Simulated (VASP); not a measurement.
A run of VASP 6.6.1 is set up as follows.

INCAR

```
SYSTEM = GaGe3
ALGO = Normal
EDIFF = 1E-6
ENCUT = 520
GGA = PE
ISIF = 2
ISMEAR = -1
LASPH = .TRUE.
LCHARG = .FALSE.
LREAL = .FALSE.
LWAVE = .FALSE.
NBANDS = 65
NELM = 100
PREC = Accurate
SIGMA = 0.05
```

The input KPOINTS:

```
k-points
0
G
  5 5 5
  0 0 0
```

File POSCAR:

```
GaGe3
1.0
    5.8628580331      0.0000000000      0.0000000000
   -2.9314290165      5.0773839954      0.0000000000
    0.0000000000      0.0000000000      4.9321690372
Ge Ga
6 2
Direct
    0.1635615050      0.3271230100      0.2500000000
    0.1635615050      0.8364384950      0.2500000000
    0.6728769900      0.8364384950      0.2500000000
    0.8364384950      0.6728769900      0.7500000000
    0.8364384950      0.1635615050      0.7500000000
    0.3271230100      0.1635615050      0.7500000000
    0.3333333333      0.6666666667      0.7500000000
    0.6666666667      0.3333333333      0.2500000000
```

Potentials or basis: VASP PAW PBE potentials, release 64 (Ge_d, Ga_d).

Command:

```console
$ cat potpaw_PBE.64/Ge_d/POTCAR potpaw_PBE.64/Ga_d/POTCAR > POTCAR
$ mpirun -np 1 vasp_std > vasp.out
```

(1) Estimate the band gap on the k mesh.

(2) What does it give for the pressure?

(3) Estimate the largest force.

Answers

(1) zero (bands 55 and 56 overlap by 1.37 eV).

(2) 3.4 GPa.

(3) 0.270 eV/Å.

Caveat: the cell stands under pressure.
